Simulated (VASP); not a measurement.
Input of a VASP 6.6.1 run:

The input INCAR:

```
SYSTEM = Al2O3
PREC = Accurate
ENCUT = 520
EDIFF = 1E-6
ISMEAR = -1
SIGMA = 0.05
LREAL = .FALSE.
LASPH = .TRUE.
NELM = 100
ALGO = Normal
ISIF = 2
LWAVE = .FALSE.
LCHARG = .FALSE.
GGA = RE
NBANDS = 35
```

File KPOINTS:

```
Automatic mesh
0
G
  7 7 7
  0 0 0
```

POSCAR

```
Al2O3
1.0
    2.3480805160      1.3556649179      4.2733207511
   -2.3480805160      1.3556649179      4.2733207511
    0.0000000000     -2.7113298360      4.2733207511
Al O
4 6
Direct
    0.8521600000      0.8521600000      0.8521600000
    0.6478400000      0.6478400000      0.6478400000
    0.1478400000      0.1478400000      0.1478400000
    0.3521600000      0.3521600000      0.3521600000
    0.0566800000      0.7500000000      0.4433200000
    0.7500000000      0.4433200000      0.0566800000
    0.4433200000      0.0566800000      0.7500000000
    0.9433200000      0.2500000000      0.5566800000
    0.2500000000      0.5566800000      0.9433200000
    0.5566800000      0.9433200000      0.2500000000
```

Potentials or basis: VASP PAW PBE potentials, release 64 (Al, O).

Run with:

```console
$ cat potpaw_PBE.64/Al/POTCAR potpaw_PBE.64/O/POTCAR > POTCAR
$ mpirun -np 1 vasp_std > vasp.out
```

Task: What does it give for the largest force?

Result: 0.060 eV/Å.

Task: Predict the pressure.

Result: 22.5 GPa.

Task: Estimate the band gap on the k mesh.

Result: 6.81 eV, direct.

Forces on the atoms (eV/Å):
```
Al   0.000  0.000 -0.060
Al   0.000  0.000  0.060
Al   0.000  0.000  0.060
Al   0.000  0.000 -0.060
O    0.020  0.034  0.000
O    0.020 -0.034  0.000
O   -0.039  0.000  0.000
O   -0.020 -0.034  0.000
O   -0.020  0.034  0.000
O    0.039  0.000  0.000
```

Caveat: the PAW data sets were made with another functional, which shifts forces and pressure a little. Expect the measured gap to be larger: semilocal functionals such as revPBE lack the derivative discontinuity.
